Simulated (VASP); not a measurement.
# SnSe2 (P-3m1) in VASP: single point with LDA

Aim: the single point of SnSe2 with LDA.

Everything below comes from runs of VASP 6.6.1. Logs are shortened: lines on timing, memory, paths and dates and some standing lists are left out, and cuts for length are marked.

## 1. The cell of the first run

The structure is trigonal, space group P-3m1 (No. 164). The conventional cell has a = 3.800 Å, b = 3.800 Å, c = 5.889 Å, α = 90.00°, β = 90.00°, γ = 120.00°. Within 3.6 Å of Sn (site symmetry -3m) lie 6 Se at 2.70 Å. Se (site symmetry 3m) has 3 Sn at 2.70 Å and 3 Se at 3.51 Å within 3.6 Å.

## 2. Single point, LDA

INCAR reads:

```
ALGO = Normal
EDIFF = 1E-6
ENCUT = 520
GGA = CA
ISIF = 2
ISMEAR = 0
LASPH = T
LCHARG = F
LREAL = F
LWAVE = F
NBANDS = 20
NELM = 80
PREC = Accurate
SIGMA = 0.03
```

KPOINTS reads:

```
k-points
0
Gamma
  15 15 9
```

POSCAR reads:

```
SnSe2
1.0
    3.8003999010      0.0000000000      0.0000000000
   -1.9001999505      3.2912428588      0.0000000000
    0.0000000000      0.0000000000      5.8893844987
Sn Se
1 2
Direct
    0.0000000000      0.0000000000      0.0000000000
    0.3333333333      0.6666666667      0.2677451294
    0.6666666667      0.3333333333      0.7322548706
```

Potentials or basis: VASP PAW LDA potentials, release 64 (Sn_d, Se).

The run is started by

```sh
cat potpaw_LDA.64/Sn_d/POTCAR potpaw_LDA.64/Se/POTCAR > POTCAR
mpirun -np 1 vasp_std > vasp.out
```

OUTCAR:

```text
EDIFF = 1E-6
   ENCUT = 520
   GGA = CA
   ISIF = 2
   ISMEAR = 0
   LASPH = T
   LREAL = F
   NELM = 80
   PREC = Accurate

 ion  position               nearest neighbor table
   1  0.000  0.000  0.000-   2 2.70   3 2.70   2 2.70   3 2.70   3 2.70   2 2.70
   2  0.333  0.667  0.268-   1 2.70   1 2.70   1 2.70
   3  0.667  0.333  0.732-   1 2.70   1 2.70   1 2.70

  LATTYP: Found a hexagonal cell.
 ALAT       =     3.8003999010
 C/A-ratio  =     1.5496749427

  Lattice vectors:

 A1 = (   3.8003999010,   0.0000000000,   0.0000000000)
 A2 = (  -1.9001999505,   3.2912428588,   0.0000000000)
 A3 = (   0.0000000000,   0.0000000000,   5.8893844987)

Analysis of symmetry for initial positions (statically):
=====================================================================
 Subroutine PRICEL returns:
 Original cell was already a primitive cell.

 Routine SETGRP: Setting up the symmetry group for a
 hexagonal supercell.

 Subroutine GETGRP returns: Found 12 space group operations
 (whereof 12 operations were pure point group operations)
 out of a pool of 24 trial point group operations.

The static configuration has the point symmetry D_3d.

Analysis of symmetry for dynamics (positions and initial velocities):
=====================================================================
 Subroutine PRICEL returns:
 Original cell was already a primitive cell.

 Routine SETGRP: Setting up the symmetry group for a
 hexagonal supercell.

 Subroutine GETGRP returns: Found 12 space group operations
 (whereof 12 operations were pure point group operations)
 out of a pool of 24 trial point group operations.

The dynamic configuration has the point symmetry D_3d.

 Subroutine INISYM returns: Found 12 space group operations
 (whereof 12 operations are pure point group operations),
 and found     1 'primitive' translations

----------------------------------------------------------------------------------------

                                     Primitive cell

  volume of cell :      73.6647

  direct lattice vectors                    reciprocal lattice vectors
     3.800399901  0.000000000  0.000000000     0.263130204  0.151918294  0.000000000
    -1.900199951  3.291242859  0.000000000     0.000000000  0.303836588  0.000000000
     0.000000000  0.000000000  5.889384499     0.000000000  0.000000000  0.169797031

  length of vectors
     3.800399901  3.800399901  5.889384499     0.303836588  0.303836588  0.169797031

  position of ions in fractional coordinates (direct lattice)
     0.000000000  0.000000000  0.000000000
     0.333333333  0.666666667  0.267745129
     0.666666667  0.333333333  0.732254871

  ion indices of the primitive-cell ions
   primitive index   ion index
                 1           1
                 2           2
                 3           3

----------------------------------------------------------------------------------------

 KPOINTS: k-points

Automatic generation of k-mesh.
 Grid dimensions read from file:
 generate k-points for:   15   15    9

 Generating k-lattice:

  Cartesian coordinates                     Fractional coordinates (reciprocal lattice)
     0.017542014  0.010127886  0.000000000     0.066666667 -0.000000000  0.000000000
     0.000000000  0.020255773  0.000000000     0.000000000  0.066666667  0.000000000
     0.000000000  0.000000000  0.018866337     0.000000000  0.000000000  0.111111111

  Length of vectors
     0.020255773  0.020255773  0.018866337

  Shift w.r.t. Gamma in fractional coordinates (k-lattice)
     0.000000000  0.000000000  0.000000000

 Subroutine IBZKPT returns following result:
 ===========================================

 Found    211 irreducible k-points:

 Following reciprocal coordinates:
            Coordinates               Weight
  0.000000  0.000000  0.000000      1.000000
  0.066667  0.000000  0.000000      6.000000
  0.133333  0.000000  0.000000      6.000000
  0.200000 -0.000000  0.000000      6.000000
  0.266667  0.000000  0.000000      6.000000
  0.333333  0.000000  0.000000      6.000000
[... 16 lines left out ...]
  0.333333  0.200000  0.000000     12.000000
  0.400000  0.200000  0.000000      6.000000
 [... further k-points ...]
   k-points           NKPTS =    211   k-points in BZ     NKDIM =    211   number of bands    NBANDS=     20
   number of dos      NEDOS =    301   number of ions     NIONS =      3
   total plane-waves  NPLWV =  37632
   dimension x,y,z NGX =    28 NGY =   28 NGZ =   48
   dimension x,y,z NGXF=    56 NGYF=   56 NGZF=   96
   ions per type =               1   2
   NGX,Y,Z   is equivalent  to a cutoff of  12.25, 12.25, 13.55 a.u.
   NGXF,Y,Z  is equivalent  to a cutoff of  24.50, 24.50, 27.10 a.u.
 SYSTEM =  unknown system
   PREC   = accura    normal or accurate (medium, high low for compatibility)
   ISTART =      0    job   : 0-new  1-cont  2-samecut
   ICHARG =      2    charge: 1-file 2-atom 10-const
   ISPIN  =      1    spin polarized calculation?
   LNONCOLLINEAR =      F non collinear calculations
   LSORBIT =      F    spin-orbit coupling
   LASPH  =      T    aspherical Exc in radial PAW
   ENCUT  =  520.0 eV  38.22 Ry    6.18 a.u.   7.07  7.07 10.95*2*pi/ulx,y,z
   NELM   =     80;   NELMIN=  2; NELMDL= -5     # of ELM steps
   EDIFF  = 0.1E-05   stopping-criterion for ELM
   LREAL  =      F    real-space projection
   EDIFFG = 0.1E-04   stopping-criterion for IOM
   NSW    =      0    number of steps for IOM
   IBRION =     -1    ionic relax: 0-MD 1-quasi-New 2-CG
   NFREE  =      0    steps in history (QN), initial steepest desc. (CG)
   ISIF   =      2    stress and relaxation
   ISYM   =      2    0-nonsym 1-usesym 2-fastsym
   POTIM  = 0.5000    time-step for ionic-motion
   TEBEG  =    0.0;   TEEND  =   0.0 temperature during run
   PSTRESS=    0.0 pullay stress
   NELECT =      26.0000    total number of electrons
   NUPDOWN=      -1.0000    fix difference up-down
   EMIN   =  10.00;   EMAX   =-10.00  energy-range for DOS
   EFERMI =   0.00;   METHOD = LEGACY
   ISMEAR =     0;   SIGMA  =   0.03  broadening in eV -4-tet -1-fermi 0-gaus
   EFERMI_NEDOS =   21; number of points for ismear=-14 and -15
   IALGO  =     38    algorithm
   IMIX   =      4    mixing-type and parameters
     AMIX     =   0.40;   BMIX     =  1.00
     AMIX_MAG =   1.60;   BMIX_MAG =  1.00
  volume/ion in A,a.u.               =      24.55       165.70
  Fermi-wavevector in a.u.,A,eV,Ry     =   1.156946  2.186310 18.211710  1.338523
  Thomas-Fermi vector in A             =   2.293561
   LORBIT       =      0    0 simple, 1 ext, 2 COOP (PROOUT), +10 PAW based schemes
   GGA     = CA    functional components
   LHFCALC =     F    Hartree Fock is set to
   AEXX    =    0.0000 exact exchange contribution
   IVDW    =     0    specifies the selected vdW correction
   LEPSILON=     F    determine dielectric tensor
   LRPA    =     F    only Hartree local field effects (RPA)
 non-spin polarized calculation
 Gauss-broadening in eV      SIGMA  =   0.03
  energy-cutoff  :      520.00
  volume of cell :       73.66
 maximum number of plane-waves:      2004
   NGX = 15   NGY = 15   NGZ = 21

 number of electron      25.9999995 magnetization

 Free energy of the ion-electron system (eV)
  ---------------------------------------------------
  ext. energy  EPLUGINS =         0.00000000
  ---------------------------------------------------
  free energy    TOTEN  =       -13.79488237 eV

  energy without entropy =      -13.79488236  energy(sigma->0) =      -13.79488237

 E-fermi :   5.0021     XC(G=0): -10.0659

 val. band max:        4.9112992551   @ k =   0.0667   0.0667   0.0000
 cond. band min:       5.0932845995   @ k =   0.0000   0.4000   0.3333
 fundamental gap:      0.1819853443
 Fermi energy:         5.0021193025

 k-point     1 :       0.0000    0.0000    0.0000
  band No.  band energies     occupation
      1     -16.5407      2.00000
      2     -16.5407      2.00000
      3     -16.4984      2.00000
      4     -16.4854      2.00000
      5     -16.4854      2.00000
      6      -9.4244      2.00000
[... 12 lines left out ...]
     19      13.7374      0.00000
     20      13.7374      0.00000

 k-point     2 :       0.0667    0.0000    0.0000
  band No.  band energies     occupation
      1     -16.5427      2.00000
      2     -16.5389      2.00000
      3     -16.4970      2.00000
      4     -16.4866      2.00000
      5     -16.4851      2.00000
      6      -9.3795      2.00000
[... 12 lines left out ...]
     19      13.0444      0.00000
     20      13.7626      0.00000

 k-point     3 :       0.1333    0.0000    0.0000
  band No.  band energies     occupation
      1     -16.5489      2.00000
      2     -16.5342      2.00000
      3     -16.4939      2.00000
      4     -16.4890      2.00000
      5     -16.4843      2.00000
      6      -9.2466      2.00000
[... 12 lines left out ...]
     19      12.7738      0.00000
     20      13.7781      0.00000

 k-point     4 :       0.2000   -0.0000    0.0000
  band No.  band energies     occupation
      1     -16.5588      2.00000
      2     -16.5282      2.00000
      3     -16.4959      2.00000
      4     -16.4852      2.00000
      5     -16.4821      2.00000
      6      -9.0311      2.00000
[... 12 lines left out ...]
     19      12.5291      0.00000
     20      13.9236      0.00000

 k-point     5 :       0.2667    0.0000    0.0000
  band No.  band energies     occupation
      1     -16.5708      2.00000
      2     -16.5230      2.00000
      3     -16.5007      2.00000
      4     -16.4778      2.00000
      5     -16.4778      2.00000
      6      -8.7448      2.00000
[... 12 lines left out ...]
     19      12.8266      0.00000
     20      14.4016      0.00000
[... 353 lines left out ...]
      6      -8.3304      2.00000
[... 12 lines left out ...]
     19      11.4027      0.00000
     20      15.0838      0.00000

 k-point    22 :       0.2667    0.2000    0.0000
  band No.  band energies     occupation
      1     -16.5772      2.00000
      2     -16.5330      2.00000
      3     -16.4978      2.00000
      4     -16.4804      2.00000
      5     -16.4616      2.00000
      6      -8.0073      2.00000
[... 12 lines left out ...]
     19      12.0273      0.00000
     20      15.0645      0.00000

 k-point    23 :       0.3333    0.2000    0.0000
  band No.  band energies     occupation
      1     -16.5795      2.00000
      2     -16.5354      2.00000
      3     -16.4983      2.00000
      4     -16.4751      2.00000
      5     -16.4617      2.00000
      6      -7.7077      2.00000
[... 12 lines left out ...]
     19      13.0165      0.00000
     20      14.9554      0.00000

 k-point    24 :       0.4000    0.2000    0.0000
  band No.  band energies     occupation
      1     -16.5803      2.00000
      2     -16.5363      2.00000
      3     -16.4986      2.00000
      4     -16.4720      2.00000
      5     -16.4628      2.00000
      6      -7.5549      2.00000
[... 12 lines left out ...]
     19      13.7246      0.00000
     20      14.6965      0.00000

 [... further k-points ...]

------------------------ aborting loop because EDIFF is reached ----------------------------------------

  FORCE on cell =-STRESS in cart. coord.  units (eV):
  Direction    XX          YY          ZZ          XY          YZ          ZX
  --------------------------------------------------------------------------------------
  -------------------------------------------------------------------------------------
  Total        0.0876770      0.0876770      0.0948874      0.0000000      0.0000000      0.0000000
  in kB        1.9069395      1.9069395      2.0637644      0.0000000      0.0000000      0.0000000
  external PRESSURE =       1.9592145 kB  Pullay stress =       0.0000000 kB

 VOLUME and BASIS-vectors are now :
 -----------------------------------------------------------------------------
  energy-cutoff  :      520.00
  volume of cell :       73.66
      direct lattice vectors                 reciprocal lattice vectors
     3.800399901  0.000000000  0.000000000     0.263130204  0.151918294  0.000000000
    -1.900199951  3.291242859  0.000000000     0.000000000  0.303836588  0.000000000
     0.000000000  0.000000000  5.889384499     0.000000000  0.000000000  0.169797031

 POSITION                                       TOTAL-FORCE (eV/Angst)
 -----------------------------------------------------------------------------------
      0.00000      0.00000      0.00000         0.000000      0.000000      0.000000
     -0.00000      2.19416      1.57685        -0.000000      0.000000      0.024792
      1.90020      1.09708      4.31253         0.000000     -0.000000     -0.024792
 -----------------------------------------------------------------------------------
    total drift:                               -0.000000      0.000000      0.000000

  FREE ENERGIE OF THE ION-ELECTRON SYSTEM (eV)
  ---------------------------------------------------
  free  energy   TOTEN  =       -13.7948823739 eV

  energy  without entropy=      -13.7948823633  energy(sigma->0) =      -13.79488237
```

Run time: 6.6 min. Hardware: 1 thread of AMD EPYC 7R43 (Zen 3), shared host; peak memory 0.35 GiB.

What came out:

| Item | Value |
| --- | --- |
| Free energy | -13.7949 eV |
| Pressure | 0.2 GPa |
| Largest force | 0.025 eV/Å |
| Band gap on the k mesh | 0.18 eV (least direct gap 0.69 eV) |

Forces in eV/Å, atoms in the order of the input:
```
Sn   0.000  0.000  0.000
Se   0.000  0.000  0.025
Se   0.000  0.000 -0.025
```

Caveat: semilocal functionals underestimate gaps, and a narrow one can read as zero; spin-orbit coupling is left out, which moves the levels of the heavy elements. A k mesh can miss the band edges.
